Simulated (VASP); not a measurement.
**Sc: single point with PBE**

Crystal: Sc.

```
CELL_PARAMETERS angstrom
-1.95362 1.95362 1.95362
1.95362 -1.95362 1.95362
1.95362 1.95362 -1.95362
ATOMIC_POSITIONS crystal
Sc 0.00000 0.00000 0.00000
```

This cell differs from its parent crystal: Al replaced by Sc, lengths x 1.243, strained.

```
Program             : VASP 6.6.1
Task                : single point
Functional          : PBE
Potentials or basis : VASP PAW PBE potentials, release 64 (Sc_sv)
Cutoff              : 500 eV
k mesh              : 16 × 16 × 16
Occupations         : gaussian, width 0.1 eV
Spin                : no spin polarisation
```

```
Pressure : -7.1 GPa
```

Levels at points of the mesh, in eV from the Fermi level:
| k point | band 2 | band 3 | band 4 | band 5 | band 6 | band 7 | band 8 | band 9 |
| --- | --- | --- | --- | --- | --- | --- | --- | --- |
| (0.00, 0.00, 0.00) | -28.57 | -28.57 | -28.57 | -4.81 | 1.19 | 1.19 | 1.19 | 2.30 |
| (0.50, 0.00, 0.00) | -28.77 | -28.64 | -28.57 | -1.52 | 0.19 | 0.29 | 2.24 | 2.50 |
| (0.50, 0.50, 0.50) | -28.71 | -28.71 | -28.71 | -0.86 | -0.86 | 3.05 | 3.05 | 3.05 |

Run time: 86 s on 1 thread of Intel Xeon 8259CL, with other jobs on the host, peak memory 0.19 GiB.

Caveat: the cell differs from its parent crystal (Al replaced by Sc, lengths x 1.243, strained).
